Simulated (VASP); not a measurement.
# K2LiAsF6 (Fm-3m) in VASP: a series of runs, part 2 of 2

VASP 6.6.1. Earlier steps stand in the parts before.

### Step 3. Relaxation of cell and atoms, LDA

This run uses another cell than the first one, of 14.54 Å³/atom, 1.140 times its volume.

Input file INCAR:

```
SYSTEM = K2LiAsF6
  ALGO = Normal
  EDIFF = 1E-6
  EDIFFG = -0.005
  ENCUT = 600
  IBRION = 2
  ISIF = 3
  ISMEAR = 0
  LASPH = .TRUE.
  LCHARG = .FALSE.
  LREAL = .FALSE.
  LWAVE = .FALSE.
  NELM = 100
  NSW = 70
  PREC = Accurate
  SIGMA = 0.02
```

Input file KPOINTS:

```
k-points
0
G
  6 6 6
  0 0 0
```

Input file POSCAR:

```
K2LiAsF6
1.0
    0.0000000000      4.1731914427      4.1731914427
    4.1731914427      0.0000000000      4.1731914427
    4.1731914427      4.1731914427      0.0000000000
K Li As F
2 1 1 6
Direct
    0.7500000000      0.7500000000      0.7500000000
    0.2500000000      0.2500000000      0.2500000000
    0.5000000000      0.5000000000      0.5000000000
    0.0000000000      0.0000000000      0.0000000000
    0.7516145760      0.2483854240      0.2483854240
    0.2483854240      0.2483854240      0.7516145760
    0.2483854240      0.7516145760      0.7516145760
    0.2483854240      0.7516145760      0.2483854240
    0.7516145760      0.2483854240      0.7516145760
    0.7516145760      0.7516145760      0.2483854240
```

Potentials or basis: VASP PAW LDA potentials, release 64 (K_sv, Li_sv, As, F).

Command:

```bash
$ cat potpaw_LDA.64/K_sv/POTCAR potpaw_LDA.64/Li_sv/POTCAR potpaw_LDA.64/As/POTCAR potpaw_LDA.64/F/POTCAR > POTCAR
$ mpirun -np 1 vasp_std > vasp.out
```

OUTCAR:

```text
SYSTEM = K2LiAsF6
   EDIFF = 1E-6
   EDIFFG = -0.005
   ENCUT = 600
   IBRION = 2
   ISIF = 3
   ISMEAR = 0
   LASPH = .TRUE.
   LREAL = .FALSE.
   NELM = 100
   NSW = 70
   PREC = Accurate

 ion  position               nearest neighbor table
   1  0.750  0.750  0.750-
   2  0.250  0.250  0.250-
   3  0.500  0.500  0.500-   5 2.10   6 2.10   7 2.10   8 2.10   9 2.10  10 2.10
   4  0.000  0.000  0.000-   5 2.07   6 2.07   7 2.07   8 2.07   9 2.07  10 2.07
   5  0.752  0.248  0.248-   4 2.07   3 2.10
   6  0.248  0.248  0.752-   4 2.07   3 2.10
   7  0.248  0.752  0.752-   4 2.07   3 2.10
   8  0.248  0.752  0.248-   4 2.07   3 2.10
   9  0.752  0.248  0.752-   4 2.07   3 2.10
  10  0.752  0.752  0.248-   4 2.07   3 2.10

  LATTYP: Found a face centered cubic cell.
 ALAT       =     8.3463828854

  Lattice vectors:

 A1 = (   0.0000000000,   4.1731914427,   4.1731914427)
 A2 = (   4.1731914427,   0.0000000000,   4.1731914427)
 A3 = (   4.1731914427,   4.1731914427,   0.0000000000)

Analysis of symmetry for initial positions (statically):
=====================================================================
 Subroutine PRICEL returns:
 Original cell was already a primitive cell.

 Routine SETGRP: Setting up the symmetry group for a
 face centered cubic supercell.

 Subroutine GETGRP returns: Found 48 space group operations
 (whereof 48 operations were pure point group operations)
 out of a pool of 48 trial point group operations.

[... 153 lines left out ...]
 non-spin polarized calculation
 Gauss-broadening in eV      SIGMA  =   0.02
  energy-cutoff  :      600.00
  volume of cell :      145.36
 maximum number of plane-waves:      4909
   NGX = 23   NGY = 23   NGZ = 23

--------------------------------------- Ionic step        1  -------------------------------------------

 number of electron      68.0000031 magnetization

 Free energy of the ion-electron system (eV)
  ---------------------------------------------------
  ext. energy  EPLUGINS =         0.00000000
  ---------------------------------------------------
  free energy    TOTEN  =       -49.61953778 eV

  energy without entropy =      -49.61953778  energy(sigma->0) =      -49.61953778

 E-fermi :  -0.2893     XC(G=0):  -9.7450

 val. band max:       -0.4427204590   @ k =   0.5000   0.5000   0.0000
 cond. band min:       4.0075850107   @ k =   0.5000   0.0000   0.0000
 fundamental gap:      4.4503054696
 Fermi energy:        -0.2893049085

 k-point     1 :       0.0000    0.0000    0.0000
  band No.  band energies     occupation
      1     -42.5146      2.00000
      2     -27.8349      2.00000
      3     -27.8007      2.00000
      4     -22.1872      2.00000
      5     -21.6575      2.00000
      6     -21.6575      2.00000
[... 984 lines left out ...]
--------------------------------------- Ionic step        8  -------------------------------------------

 number of electron      68.0000017 magnetization

 Free energy of the ion-electron system (eV)
  ---------------------------------------------------
  ext. energy  EPLUGINS =         0.00000000
  ---------------------------------------------------
  free energy    TOTEN  =       -50.01167700 eV

  energy without entropy =      -50.01167700  energy(sigma->0) =      -50.01167700

 E-fermi :   0.9444     XC(G=0): -10.4304

 val. band max:        0.7873734339   @ k =   0.5000   0.5000   0.0000
 cond. band min:       5.2692296699   @ k =   0.1667   0.0000   0.0000
 fundamental gap:      4.4818562360
 Fermi energy:         0.9443656962

 k-point     1 :       0.0000    0.0000    0.0000
  band No.  band energies     occupation
      1     -41.1092      2.00000
      2     -26.8440      2.00000
      3     -26.7717      2.00000
      4     -21.7921      2.00000
      5     -21.1485      2.00000
      6     -21.1485      2.00000
[... 714 lines left out ...]
  FREE ENERGIE OF THE ION-ELECTRON SYSTEM (eV)
  ---------------------------------------------------
  free  energy   TOTEN  =       -50.0116769961 eV

  energy  without entropy=      -50.0116769961  energy(sigma->0) =      -50.01167700

 reached required accuracy - stopping structural energy minimisation
```

OSZICAR:

```text
N       E                     dE             d eps       ncg     rms          rms(c)
DAV:   1     0.645724318454E+03    0.64572E+03   -0.39611E+04  1280   0.186E+03
DAV:   2    -0.671094332871E+01   -0.65244E+03   -0.63825E+03  1640   0.479E+02
DAV:   3    -0.503289167166E+02   -0.43618E+02   -0.43455E+02  1552   0.118E+02
[... 70 lines left out ...]
DAV:   3    -0.500117237957E+02    0.21946E-03   -0.60781E-04  1536   0.152E-01    0.544E-02
DAV:   4    -0.500116742931E+02    0.49503E-04   -0.29366E-04  1872   0.766E-02    0.404E-02
DAV:   5    -0.500116753380E+02   -0.10449E-05   -0.12467E-05  1576   0.193E-02    0.251E-02
DAV:   6    -0.500116767992E+02   -0.14612E-05   -0.33792E-06  1360   0.107E-02    0.403E-03
DAV:   7    -0.500116769961E+02   -0.19687E-06   -0.53441E-07   984   0.399E-03
   8 F= -.50011677E+02 E0= -.50011677E+02  d E =-.644435E-03
```

CONTCAR:

```text
K2LiAsF6
   1.00000000000000
    -0.0000000000000000    3.9888793545977084    3.9888793545977084
     3.9888793545977084   -0.0000000000000000    3.9888793545977084
     3.9888793545977084    3.9888793545977084   -0.0000000000000000
  K               Li              As              F
     2     1     1     6
Direct
     0.7500000000000000    0.7500000000000000    0.7500000000000000
     0.2500000000000000    0.2500000000000000    0.2500000000000000
     0.5000000000000000    0.5000000000000000    0.5000000000000000
     0.0000000000000000    0.0000000000000000    0.0000000000000000
     0.7460479035883396    0.2539520964116606    0.2539520964116606
     0.2539520964116606    0.2539520964116606    0.7460479035883396
     0.2539520964116606    0.7460479035883396    0.7460479035883396
     0.2539520964116606    0.7460479035883396    0.2539520964116606
     0.7460479035883396    0.2539520964116606    0.7460479035883396
     0.7460479035883396    0.7460479035883396    0.2539520964116606

  0.00000000E+00  0.00000000E+00  0.00000000E+00
  0.00000000E+00  0.00000000E+00  0.00000000E+00
  0.00000000E+00  0.00000000E+00  0.00000000E+00
  0.00000000E+00  0.00000000E+00  0.00000000E+00
  0.00000000E+00  0.00000000E+00  0.00000000E+00
  0.00000000E+00  0.00000000E+00  0.00000000E+00
  0.00000000E+00  0.00000000E+00  0.00000000E+00
  0.00000000E+00  0.00000000E+00  0.00000000E+00
  0.00000000E+00  0.00000000E+00  0.00000000E+00
  0.00000000E+00  0.00000000E+00  0.00000000E+00
```

Run time: 8.6 min. Hardware: 1 thread of Intel Xeon Platinum 8488C (Sapphire Rapids), shared host; peak memory 0.34 GiB.

What came out:

| Item | Value |
| --- | --- |
| Free energy | -50.0117 eV |
| Relaxed volume | 12.69 Å³/atom |
| Relaxed cell | a = 5.641 Å, b = 5.641 Å, c = 5.641 Å, α = 60.00°, β = 60.00°, γ = 60.00° |
| Space group after relaxing (to 0.05 Å) | Fm-3m (No. 225) |
| Energy gained by relaxing | 39.2 meV/atom |
| Ionic steps | 8 |
| Pressure after relaxing | 0.0 GPa |
| Largest force after relaxing | 0.003 eV/Å |
| Band gap on the k mesh | 4.48 eV, indirect (least direct gap 4.93 eV) |

Forces in eV/Å, atoms in the order of the input:
```
K    0.000  0.000  0.000
K    0.000  0.000  0.000
Li   0.000  0.000  0.000
As   0.000  0.000  0.000
F    0.003  0.000  0.000
F    0.000  0.000  0.003
F   -0.003  0.000  0.000
F    0.000  0.003  0.000
F    0.000 -0.003  0.000
F    0.000  0.000 -0.003
```

The path:
| step | energy change (eV) | largest force (eV/Å) | pressure (GPa) | volume (Å³) |
| --- | --- | --- | --- | --- |
| 1 | 0.0000 | 0.2300 | -6.42 | 145.36 |
| 2 | -0.2684 | 0.6355 | -0.59 | 133.44 |
| 3 | -0.2684 | 0.6337 | -0.59 | 133.46 |
| 4 | -0.3602 | 0.3472 | -0.24 | 129.87 |
| 5 | -0.3913 | 0.0221 | 0.41 | 126.19 |
| 6 | -0.3915 | 0.0477 | 0.36 | 126.46 |
| 7 | -0.3919 | 0.0256 | -0.25 | 127.25 |
| 8 | -0.3921 | 0.0035 | -0.01 | 126.94 |

Final structure:
```yaml
crystal:
  lattice:
    - [0.00000, 3.98888, 3.98888]
    - [3.98888, 0.00000, 3.98888]
    - [3.98888, 3.98888, 0.00000]
  atoms:
    - { symbol: K, position: [0.75000, 0.75000, 0.75000] }
    - { symbol: K, position: [0.25000, 0.25000, 0.25000] }
    - { symbol: Li, position: [0.50000, 0.50000, 0.50000] }
    - { symbol: As, position: [0.00000, 0.00000, 0.00000] }
    - { symbol: F, position: [0.74605, 0.25395, 0.25395] }
    - { symbol: F, position: [0.25395, 0.25395, 0.74605] }
    - { symbol: F, position: [0.25395, 0.74605, 0.74605] }
    - { symbol: F, position: [0.25395, 0.74605, 0.25395] }
    - { symbol: F, position: [0.74605, 0.25395, 0.74605] }
    - { symbol: F, position: [0.74605, 0.74605, 0.25395] }
```

Caveat: the cutoff is under 1.25 times the usual one of these potentials, so pressure, stress and relaxed cells hold a basis-set (Pulay) error.
